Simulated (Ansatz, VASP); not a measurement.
**Y4N in VASP and in Ansatz**

```
CELL_PARAMETERS angstrom
4.74687 0.00000 0.00000
0.00000 4.74687 0.00000
0.00000 0.00000 4.74687
ATOMIC_POSITIONS crystal
Y 0.00000 0.00000 0.00000
Y 0.50000 0.50000 0.00000
Y 0.50000 0.00000 0.50000
Y 0.00000 0.50000 0.50000
N 0.50000 0.50000 0.50000
```

Change from the starting cell: species swapped into the Ni4N type (Pm-3m, No. 221).

Alike in both runs: task single point; functional PBE; k mesh 4 × 4 × 4; occupations gaussian, width 0.1 eV; no spin polarisation.

```csv
,VASP,Ansatz
version,VASP 6.6.1,Ansatz 0.2.0
potentials or method,"VASP PAW PBE potentials, release 64 (Y_sv, N), cutoff 520 eV","scalar-relativistic, plane waves, PAW"
valence electrons in the cell,49,49
```

```tsv
	VASP	Ansatz	Ansatz less VASP
gap on the k mesh at the Fermi level (eV)	none	none	-
pressure (GPa)	12.1	12.3	+0.22
```

A gap of «none» marks a metal or a gap that the smearing closes.
